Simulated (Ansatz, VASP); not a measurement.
Al4FeCo3 in VASP and in Ansatz

Contents of INCAR:

```
SYSTEM = Al4FeCo3
ALGO = Normal ; EDIFF = 1E-6
ENCUT = 520 ; GGA = PE
ISIF = 2 ; ISMEAR = 0
ISPIN = 2 ; LASPH = .True.
LCHARG = .False. ; LMAXMIX = 4
LORBIT = 11 ; LREAL = .False.
LWAVE = .False. ; MAGMOM = 0 0 0 0 0 0 0 0.42
NBANDS = 38 ; NELM = 150
PREC = Accurate ; SIGMA = 0.1
```

The input KPOINTS:

```
k-points
0
Gamma
  6 6 2
  0 0 0
```

Contents of POSCAR:

```
Al4FeCo3
1.0
    2.8545199000      0.0000000000      0.0000000000
    0.0000000000      2.8545199000      0.0000000000
    0.0000000000      0.0000000000     11.4375104000
Al Co Fe
4 3 1
Direct
    0.0000000000      0.0000000000      0.8746330000
    0.0000000000      0.0000000000      0.1253670000
    0.0000000000      0.0000000000      0.3764120000
    0.0000000000      0.0000000000      0.6235880000
    0.5000000000      0.5000000000      0.0000000000
    0.5000000000      0.5000000000      0.2483620000
    0.5000000000      0.5000000000      0.7516380000
    0.5000000000      0.5000000000      0.5000000000
```

Input for Ansatz:

```yaml
crystal:
  lattice:
    - [2.8545199, 0.0, 0.0]
    - [0.0, 2.8545199, 0.0]
    - [0.0, 0.0, 11.4375104]
  atoms:
    - { symbol: Al, position: [0.0, 0.0, 0.874633] }
    - { symbol: Al, position: [0.0, 0.0, 0.125367] }
    - { symbol: Al, position: [0.0, 0.0, 0.376412] }
    - { symbol: Al, position: [0.0, 0.0, 0.623588] }
    - { symbol: Co, position: [0.5, 0.5, 0.0] }
    - { symbol: Co, position: [0.5, 0.5, 0.248362] }
    - { symbol: Co, position: [0.5, 0.5, 0.751638] }
    - { symbol: Fe, position: [0.5, 0.5, 0.5], spin: 0.42 }
basis:
  ecutwfc: 420
kpoints:
  mp_grid: { grid: [6, 6, 2] }
hamiltonian:
  xc: pbe
scf:
  occupations: { method: gaussian, width: 0.1 }
  lower_state_search: "off"
output:
  forces: true
  stress: true
  eigenvalues: true
  populations: true
magnetization:
  spin_polarized: true
```

Alike in both runs: task single point; functional PBE; k mesh 6 × 6 × 2; occupations gaussian, width 0.1 eV; collinear spin.

|  | VASP | Ansatz |
| --- | --- | --- |
| version | VASP 6.6.1 | Ansatz 0.2.0 |
| potentials or method | VASP PAW PBE potentials, release 64 (Al, Co, Fe), cutoff 520 eV | scalar-relativistic, plane waves, PAW |
| valence electrons in the cell | 47 | 79 |

```tsv
	VASP	Ansatz	Ansatz less VASP
gap on the k mesh at the Fermi level (eV)	none	none	-
pressure (GPa)	-0.1	0.0	+0.04
rms of the force components (eV/Å)	0.021	0.023	+0.0016
net moment per atom (μB)	0.04	0.04	-0.001
size of the moment on the site where the two differ most (μB)	0.06	0.07	+0.011
```

Site moments also hang on the region over which each program counts them. Atom by atom the forces differ by 0.002 eV/Å (rms over components). A gap of «none» marks a metal or a gap that the smearing closes. VASP's potentials hold 47 valence electrons a cell and Ansatz's 79, so a difference there can come from the potentials and not from the codes.

The k mesh is coarse, so the values compare programs but aren't converged.
